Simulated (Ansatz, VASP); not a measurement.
**One calculation of InB5, two programs**

Contents of INCAR:

```
SYSTEM = InB5
PREC = Accurate ; ENCUT = 500
EDIFF = 1E-6 ; ISMEAR = 0
SIGMA = 0.1 ; LREAL = .False.
LASPH = .True. ; NELM = 120
ALGO = Normal ; ISIF = 2
LWAVE = .False. ; LCHARG = .False.
GGA = PE ; NBANDS = 23
GGA_COMPAT = .False.
```

Contents of KPOINTS:

```
regular mesh
0
Gamma
  4 4 4
  0 0 0
```

POSCAR

```
InB5
1.0
    0.0000000000      3.2727035600      3.2727035600
    3.2727035600      0.0000000000      3.2727035600
    3.2727035600      3.2727035600      0.0000000000
In B
1 5
Direct
    0.0000000000      0.0000000000      0.0000000000
    0.2500000000      0.2500000000      0.2500000000
    0.1295901500      0.6234699500      0.6234699500
    0.6234699500      0.6234699500      0.6234699500
    0.6234699500      0.6234699500      0.1295901500
    0.6234699500      0.1295901500      0.6234699500
```

Input for Ansatz:

```yaml
crystal:
  lattice:
    - [0.0, 3.27270356, 3.27270356]
    - [3.27270356, 0.0, 3.27270356]
    - [3.27270356, 3.27270356, 0.0]
  atoms:
    - { symbol: In, position: [0.0, 0.0, 0.0] }
    - { symbol: B, position: [0.25, 0.25, 0.25] }
    - { symbol: B, position: [0.12959015, 0.62346995, 0.62346995] }
    - { symbol: B, position: [0.62346995, 0.62346995, 0.62346995] }
    - { symbol: B, position: [0.62346995, 0.62346995, 0.12959015] }
    - { symbol: B, position: [0.62346995, 0.12959015, 0.62346995] }
basis:
  ecutwfc: 420
kpoints:
  mp_grid: { grid: [4, 4, 4] }
hamiltonian:
  xc: pbe
scf:
  occupations: { method: gaussian, width: 0.1 }
  lower_state_search: "off"
output:
  forces: true
  stress: true
  eigenvalues: true
```

Change from the starting cell: species swapped into the ZrNi5 type (F-43m, No. 216).

Alike in both runs: task single point; functional PBE; k mesh 4 × 4 × 4; occupations gaussian, width 0.1 eV; no spin polarisation.

|  | VASP | Ansatz |
| --- | --- | --- |
| version | VASP 6.6.1 | Ansatz 0.2.0 |
| potentials or method | VASP PAW PBE potentials, release 64 (In_d, B), cutoff 500 eV | scalar-relativistic, plane waves, PAW |
| valence electrons in the cell | 28 | 28 |

|  | VASP | Ansatz | Ansatz less VASP |
| --- | --- | --- | --- |
| gap on the k mesh at the Fermi level (eV) | none | none | - |
| pressure (GPa) | -19.0 | -19.0 | +0.04 |
| rms of the force components (eV/Å) | 0.148 | 0.148 | -0.0002 |

Atom by atom the forces differ by 0.000 eV/Å (rms over components). A gap of «none» marks a metal or a gap that the smearing closes.

The k mesh is coarse, so the values compare programs but aren't converged.
